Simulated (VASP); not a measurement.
A run of VASP 6.6.1 is set up as follows.

File POSCAR:

```
Ir
1.0
    0.0000000000      1.8764951499      1.8764951499
    1.8764951499      0.0000000000      1.8764951499
    1.8764951499      1.8764951499      0.0000000000
Ir
1
Direct
    0.0000000000      0.0000000000      0.0000000000
```

INCAR.step1

```
PREC = Accurate
ENCUT = 520
ISMEAR = -1
SIGMA = 0.05
LREAL = F
LASPH = T
NELM = 100
NBANDS = 10
GGA = PE
ALGO = Normal
EDIFF = 1E-4
LWAVE = T
LCHARG = F
```

Contents of INCAR.step2:

```
PREC = Accurate
ENCUT = 520
EDIFF = 1E-6
ISMEAR = -1
SIGMA = 0.05
LREAL = F
LASPH = T
NELM = 100
ALGO = Normal
ISIF = 2
LWAVE = F
LCHARG = F
METAGGA = R2SCAN
LMIXTAU = T
NBANDS = 10
ISTART = 1
```

Contents of KPOINTS:

```
regular mesh
0
Gamma
  12 12 12
```

Potentials or basis: VASP PAW PBE potentials, release 64 (Ir).

The run is started by

```bash
$ cat potpaw_PBE.64/Ir/POTCAR > POTCAR
$ cp INCAR.step1 INCAR
$ mpirun -np 1 vasp_std > vasp.out
$ cp INCAR.step2 INCAR
$ mpirun -np 1 vasp_std > vasp.out
```

(1) What does it give for the pressure?

Answers

(1) 35.8 GPa.

Caveat: the PAW data sets were made with another functional, which shifts forces and pressure a little.
